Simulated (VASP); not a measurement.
**SiNi2: single point with PBE**

The system is SiNi2.

```
Si Ni
1.0
     5.01415    0.00000    0.00000
     0.00000    3.73302    0.00000
     0.00000    0.00000    7.07864
Si Ni
4 8
Direct
  0.28760 0.75000 0.61451
  0.71240 0.25000 0.38549
  0.21240 0.25000 0.11451
  0.78760 0.75000 0.88549
  0.95907 0.75000 0.20436
  0.04093 0.25000 0.79564
  0.54093 0.25000 0.70436
  0.45907 0.75000 0.29564
  0.83020 0.75000 0.56026
  0.16980 0.25000 0.43974
  0.66980 0.25000 0.06026
  0.33020 0.75000 0.93974
```

| Item | Value |
| --- | --- |
| Program | VASP 6.6.1 |
| Task | single point |
| Functional | PBE |
| Potentials or basis | VASP PAW PBE potentials, release 64 (Si, Ni) |
| Cutoff | 520 eV |
| k mesh | 10 × 12 × 6 |
| Occupations | gaussian, width 0.1 eV |
| Spin | no spin polarisation |
| Dipole correction | no |
| Further INCAR settings | ALGO = Fast; EDIFF = 1e-06; NBANDS = 60 |

The pressure is 0.0 GPa. The largest force is 0.011 eV/Å. The band gap on the k mesh is zero (bands 48 and 49 overlap by 1.76 eV).

Forces in eV/Å, atoms in the order of the input:
```
Si  -0.005  0.000 -0.001
Si   0.005  0.000  0.001
Si   0.005  0.000 -0.001
Si  -0.005  0.000  0.001
Ni  -0.008  0.000  0.007
Ni   0.008  0.000 -0.007
Ni   0.008  0.000  0.007
Ni  -0.008  0.000 -0.007
Ni  -0.003  0.000 -0.002
Ni   0.003  0.000  0.002
Ni   0.003  0.000 -0.002
Ni  -0.003  0.000  0.002
```

Stress tensor (GPa, compression positive):
```
0.00 0.00 0.00
0.00 0.09 0.00
0.00 0.00 0.00
```

Levels at points of the mesh, in eV from the Fermi level:
```csv
k point,band 44,band 45,band 46,band 47,band 48,band 49,band 50,band 51,band 52,band 53
"(0.00, 0.00, 0.00)",-1.09,-0.95,-0.92,-0.60,-0.21,0.66,0.88,1.86,2.25,2.47
"(0.50, 0.00, 0.00)",-1.05,-0.93,-0.93,1.21,1.21,1.90,1.90,2.65,2.65,3.22
"(0.00, 0.50, 0.00)",-1.31,-0.94,-0.94,-0.91,-0.91,0.70,0.70,1.33,1.33,1.74
"(0.50, 0.50, 0.00)",-1.34,-0.77,-0.77,-0.77,-0.77,0.02,0.02,0.02,0.02,4.19
"(0.00, 0.00, 0.50)",-1.06,-1.04,-1.04,-0.39,-0.39,0.24,0.24,1.36,1.36,2.99
"(0.50, 0.00, 0.50)",-0.93,-0.57,-0.57,0.29,0.29,1.87,1.87,1.87,1.87,2.28
"(0.00, 0.50, 0.50)",-1.24,-0.86,-0.86,-0.40,-0.40,-0.34,-0.34,1.10,1.10,1.95
"(0.50, 0.50, 0.50)",-1.41,-0.71,-0.71,-0.71,-0.71,0.49,0.49,0.49,0.49,2.57
```

Wall time 27 min on 1 thread of Oxide Virtual Turin-like Processor, on a shared host, peak memory 0.89 GiB.

Spin polarisation is off, so any magnetic state and its effect on volume and gap are missing.
